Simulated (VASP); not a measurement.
# ZnCd2SeS2 in VASP: notebook, part 2 of 2

VASP 6.6.1. The steps go on from the part before.

## (5) Relaxation of cell and atoms, PBE

This run uses another cell than the first one, of 21.89 Å³/atom.

Contents of INCAR:

```
SYSTEM = ZnCd2SeS2
  PREC = Accurate
  ENCUT = 600
  EDIFF = 1E-7
  ISMEAR = 0
  SIGMA = 0.15
  LREAL = .False.
  LASPH = .True.
  NELM = 100
  ALGO = Normal
  ISIF = 3
  LWAVE = .False.
  LCHARG = .False.
  GGA = PE
  IBRION = 2
  NSW = 36
  EDIFFG = -0.08
```

Contents of KPOINTS:

```
Automatic mesh
0
Gamma
  2 2 2
  0 0 0
```

Contents of POSCAR:

```
ZnCd2SeS2
1.0
    5.9350000000     -3.4250000000      0.0000000000
    5.9350000000      3.4250000000      0.0000000000
    0.0000000000      0.0000000000      6.4600000000
Zn Cd Se S
2 4 2 4
Direct
    0.8320000000      0.1680000000      0.9970000000
    0.1680000000      0.8320000000      0.4970000000
    0.1670000000      0.4970000000      0.0000000000
    0.4970000000      0.1670000000      0.5000000000
    0.5030000000      0.8330000000      0.0000000000
    0.8330000000      0.5030000000      0.5000000000
    0.1580000000      0.8420000000      0.8720000000
    0.8420000000      0.1580000000      0.3720000000
    0.5100000000      0.1660000000      0.8820000000
    0.8340000000      0.4900000000      0.8820000000
    0.1660000000      0.5100000000      0.3820000000
    0.4900000000      0.8340000000      0.3820000000
```

Potentials or basis: VASP PAW PBE potentials, release 64 (Zn, Cd, Se, S).

Started as:

```sh
cat potpaw_PBE.64/Zn/POTCAR potpaw_PBE.64/Cd/POTCAR potpaw_PBE.64/Se/POTCAR potpaw_PBE.64/S/POTCAR > POTCAR
mpirun -np 1 vasp_std > vasp.out
```

OUTCAR:

```text
SYSTEM = ZnCd2SeS2
   PREC = Accurate
   ENCUT = 600
   EDIFF = 1E-7
   ISMEAR = 0
   LREAL = .False.
   LASPH = .True.
   NELM = 100
   ISIF = 3
   GGA = PE
   IBRION = 2
   NSW = 36
   EDIFFG = -0.08

 ion  position               nearest neighbor table
   1  0.832  0.168  0.997-   9 2.33  10 2.33   7 2.37   8 2.42
   2  0.168  0.832  0.497-  11 2.33  12 2.33   8 2.37   7 2.42
   3  0.167  0.497  0.000-  10 2.43   9 2.43  11 2.47   7 2.48
   4  0.497  0.167  0.500-  12 2.43  11 2.43   9 2.47   8 2.48
   5  0.503  0.833  0.000-   9 2.43  10 2.43  12 2.47   7 2.48
   6  0.833  0.503  0.500-  11 2.43  12 2.43  10 2.47   8 2.48
   7  0.158  0.842  0.872-   1 2.37   2 2.42   3 2.48   5 2.48
   8  0.842  0.158  0.372-   2 2.37   1 2.42   4 2.48   6 2.48
   9  0.510  0.166  0.882-   1 2.33   5 2.43   3 2.43   4 2.47
  10  0.834  0.490  0.882-   1 2.33   3 2.43   5 2.43   6 2.47
  11  0.166  0.510  0.382-   2 2.33   6 2.43   4 2.43   3 2.47
  12  0.490  0.834  0.382-   2 2.33   4 2.43   6 2.43   5 2.47

  LATTYP: Found a base centered orthorhombic cell.
 ALAT       =     6.8500000000
 B/A-ratio  =     1.7328467153
 C/A-ratio  =     0.9430656934

  Lattice vectors:

 A1 = (  -5.9350000000,  -3.4250000000,   0.0000000000)
 A2 = (   5.9350000000,  -3.4250000000,   0.0000000000)
 A3 = (   0.0000000000,   0.0000000000,   6.4600000000)

Analysis of symmetry for initial positions (statically):
=====================================================================
 Subroutine PRICEL returns:
 Original cell was already a primitive cell.

 Routine SETGRP: Setting up the symmetry group for a
 base centered orthorhombic supercell.

 Subroutine GETGRP returns: Found  4 space group operations
 (whereof  2 operations were pure point group operations)
 out of a pool of  8 trial point group operations.

The static configuration has the point symmetry C_1h.
 The point group associated with its full space group is C_2v.

Analysis of symmetry for dynamics (positions and initial velocities):
=====================================================================
[... 122 lines left out ...]
   PSTRESS=    0.0 pullay stress
   NELECT =     108.0000    total number of electrons
   NUPDOWN=      -1.0000    fix difference up-down
   EMIN   =  10.00;   EMAX   =-10.00  energy-range for DOS
   EFERMI =   0.00;   METHOD = LEGACY
   ISMEAR =     0;   SIGMA  =   0.15  broadening in eV -4-tet -1-fermi 0-gaus
   EFERMI_NEDOS =   21; number of points for ismear=-14 and -15
   IALGO  =     38    algorithm
   IMIX   =      4    mixing-type and parameters
     AMIX     =   0.40;   BMIX     =  1.00
     AMIX_MAG =   1.60;   BMIX_MAG =  1.00
  volume/ion in A,a.u.               =      21.89       147.69
  Fermi-wavevector in a.u.,A,eV,Ry     =   1.217404  2.300560 20.164829  1.482073
  Thomas-Fermi vector in A             =   2.352726
   LORBIT       =      0    0 simple, 1 ext, 2 COOP (PROOUT), +10 PAW based schemes
   GGA     = PE    functional components
   LHFCALC =     F    Hartree Fock is set to
   AEXX    =    0.0000 exact exchange contribution
   IVDW    =     0    specifies the selected vdW correction
   LEPSILON=     F    determine dielectric tensor
   LRPA    =     F    only Hartree local field effects (RPA)
 conjugate gradient relaxation of ions
 non-spin polarized calculation
 Gauss-broadening in eV      SIGMA  =   0.15
  energy-cutoff  :      600.00
  volume of cell :      262.63
 maximum number of plane-waves:      8806
 NGX is ok and might be reduce to    56
   NGX = 27   NGY = 27   NGZ = 25

--------------------------------------- Ionic step        1  -------------------------------------------

 number of electron     107.9999989 magnetization

 Free energy of the ion-electron system (eV)
  ---------------------------------------------------
  ext. energy  EPLUGINS =         0.00000000
  ---------------------------------------------------
  free energy    TOTEN  =       -35.25530007 eV

  energy without entropy =      -35.25530007  energy(sigma->0) =      -35.25530007

------------------------ aborting loop because EDIFF is reached ----------------------------------------

  FORCE on cell =-STRESS in cart. coord.  units (eV):
  Direction    XX          YY          ZZ          XY          YZ          ZX
  --------------------------------------------------------------------------------------
  -------------------------------------------------------------------------------------
  Total       18.8453275     19.1188121     16.0228212      0.0000000      0.0000000      0.0000000
  in kB      114.9662744    116.6346726     97.7475217      0.0000000      0.0000000      0.0000000
  external PRESSURE =     109.7828229 kB  Pullay stress =       0.0000000 kB
[... 263 lines left out ...]
--------------------------------------- Ionic step        7  -------------------------------------------

 number of electron     107.9999994 magnetization

 Free energy of the ion-electron system (eV)
  ---------------------------------------------------
  ext. energy  EPLUGINS =         0.00000000
  ---------------------------------------------------
  free energy    TOTEN  =       -36.65406581 eV

  energy without entropy =      -36.65406577  energy(sigma->0) =      -36.65406579

 E-fermi :   1.6349     XC(G=0):  -9.0083

 val. band max:        1.0829350838   @ k =   0.0000   0.0000   0.0000
 cond. band min:       2.1784255339   @ k =   0.0000   0.0000   0.0000
 fundamental gap:      1.0954904501
 Fermi energy:         1.6348623321

 k-point     1 :       0.0000    0.0000    0.0000
  band No.  band energies     occupation
      1     -11.3586      2.00000
      2     -10.8658      2.00000
      3     -10.7227      2.00000
      4     -10.7225      2.00000
      5     -10.7026      2.00000
      6     -10.6850      2.00000
[... 430 lines left out ...]
  FREE ENERGIE OF THE ION-ELECTRON SYSTEM (eV)
  ---------------------------------------------------
  free  energy   TOTEN  =       -36.6540658078 eV

  energy  without entropy=      -36.6540657653  energy(sigma->0) =      -36.65406579

 reached required accuracy - stopping structural energy minimisation
```

OSZICAR:

```text
N       E                     dE             d eps       ncg     rms          rms(c)
DAV:   1     0.106934130305E+04    0.10693E+04   -0.54248E+04   768   0.193E+03
DAV:   2     0.950146033004E+02   -0.97433E+03   -0.94106E+03   768   0.485E+02
DAV:   3    -0.321084258115E+02   -0.12712E+03   -0.12453E+03   864   0.161E+02
[... 89 lines left out ...]
DAV:   5    -0.366540644540E+02    0.18879E-05   -0.25027E-05   872   0.254E-02    0.128E-02
DAV:   6    -0.366540652472E+02   -0.79318E-06   -0.17962E-06   920   0.797E-03    0.614E-03
DAV:   7    -0.366540656934E+02   -0.44625E-06   -0.48993E-07   760   0.335E-03    0.174E-03
DAV:   8    -0.366540658110E+02   -0.11761E-06   -0.52953E-08   472   0.209E-03    0.654E-04
DAV:   9    -0.366540658078E+02    0.32978E-08   -0.26161E-08   432   0.102E-03
   7 F= -.36654066E+02 E0= -.36654066E+02  d E =-.258496E-02
```

It took 19 min on 1 thread of AMD EPYC 9R45 (Zen 5), shared host; peak memory 0.49 GiB.

What came out:

* Free energy: -36.6541 eV
* Relaxed volume: 25.16 Å³/atom
* Relaxed cell: a = 7.174 Å, b = 7.174 Å, c = 6.757 Å, α = 90.00°, β = 90.00°, γ = 60.26°
* Space group after relaxing (to 0.1 Å): Cmc2_1 (No. 36)
* Energy gained by relaxing: 116.6 meV/atom
* Ionic steps: 7
* Pressure after relaxing: 0.0 GPa
* Largest force after relaxing: 0.059 eV/Å
* Band gap on the k mesh: 1.10 eV

Forces on the atoms (eV/Å):
```
Zn   0.000 -0.018 -0.045
Zn   0.000  0.018 -0.045
Cd   0.042  0.010  0.040
Cd   0.042 -0.010  0.040
Cd  -0.042  0.010  0.040
Cd  -0.042 -0.010  0.040
Se   0.000  0.003 -0.052
Se   0.000 -0.003 -0.052
S   -0.028  0.018  0.009
S    0.028  0.018  0.009
S   -0.028 -0.018  0.009
S    0.028 -0.018  0.009
```

The path:
```
step  energy change (eV)  largest force (eV/Å)  pressure (GPa)  volume (Å³)
   1              0.0000                1.1793           10.98       262.63
   2             -1.1444                0.1572           -3.20       323.84
   3             -1.3503                0.3445           -0.21       303.77
   4             -1.3501                0.3340           -0.37       304.64
   5             -1.3801                0.2296           -0.24       303.66
   6             -1.3962                0.0896           -0.03       302.30
   7             -1.3988                0.0586            0.02       301.96
```

Final structure:
```yaml
crystal:
  lattice:
    - [6.20482, -3.60083, 0.00000]
    - [6.20482, 3.60083, 0.00000]
    - [0.00000, 0.00000, 6.75743]
  atoms:
    - { symbol: Zn, position: [0.82716, 0.17284, 0.99454] }
    - { symbol: Zn, position: [0.17284, 0.82716, 0.49454] }
    - { symbol: Cd, position: [0.16775, 0.49320, 0.00353] }
    - { symbol: Cd, position: [0.49320, 0.16775, 0.50353] }
    - { symbol: Cd, position: [0.50680, 0.83225, 0.00353] }
    - { symbol: Cd, position: [0.83225, 0.50680, 0.50353] }
    - { symbol: Se, position: [0.15086, 0.84914, 0.86145] }
    - { symbol: Se, position: [0.84914, 0.15086, 0.36145] }
    - { symbol: S, position: [0.51761, 0.16657, 0.88498] }
    - { symbol: S, position: [0.83343, 0.48239, 0.88498] }
    - { symbol: S, position: [0.16657, 0.51761, 0.38498] }
    - { symbol: S, position: [0.48239, 0.83343, 0.38498] }
```

Levels at points of the mesh, in eV from the valence-band top:
```tsv
k point	band 51	band 52	band 53	band 54	band 55	band 56	band 57	band 58
(0.00, 0.00, 0.00)	-0.71	-0.05	-0.01	0.00	1.10	2.55	4.47	4.49
(0.50, 0.00, 0.00)	-0.77	-0.70	-0.60	-0.49	3.20	3.32	3.57	3.64
(0.50, 0.50, 0.00)	-0.79	-0.73	-0.53	-0.44	3.20	3.35	3.45	3.80
(0.00, 0.00, 0.50)	-0.39	-0.39	-0.36	-0.36	2.70	2.70	4.06	4.06
(0.50, 0.00, 0.50)	-1.10	-1.10	-0.96	-0.96	3.19	3.19	3.90	3.90
(0.50, 0.50, 0.50)	-1.04	-1.04	-0.96	-0.96	3.28	3.28	3.80	3.80
```

Caveat: the k points lie up to 0.50 Å⁻¹ apart in the final cell; the relaxation stopped at a loose force limit of 0.08 eV/Å, so its end isn't a converged minimum.

## (6) Summary

```tsv
task	cell	cutoff (eV)	smearing	gap on the mesh (eV)	pressure (GPa)	largest force (eV/Å)
single point	a = 7.144, b = 7.144, c = 6.767 Å, angles 90.0, 90.0, 60.3°, 12 atoms, atomic positions A	520	gaussian 0.15 eV	1.12	0.4	0.07
single point	a = 6.779, b = 7.146, c = 7.146 Å, angles 119.6, 90.0, 90.0°, 12 atoms, atomic positions B	520	gaussian 0.1 eV	1.11	0.2	0.03
single point	a = 6.766, b = 7.148, c = 7.151 Å, angles 119.6, 90.0, 90.0°, 12 atoms, atomic positions B	520	gaussian 0.1 eV	1.11	0.2	0.02
relaxation of cell and atoms	relaxed from a = 6.852, b = 6.852, c = 6.460 Å, angles 90.0, 90.0, 60.0°, 12 atoms, atomic positions C	600	gaussian 0.15 eV	1.10	0.0	0.06
```

Alike in all rows: level PBE; potentials or basis VASP PAW PBE potentials, release 64 (Zn, Cd, Se, S); no spin polarisation; k mesh 2 × 2 × 2.

Caveats: all runs use coarse meshes; the relaxation stopped at a loose force limit of 0.08 eV/Å, so its end isn't a converged minimum (at least some runs).

Absolute energies hang on the potentials; compare differences alone.
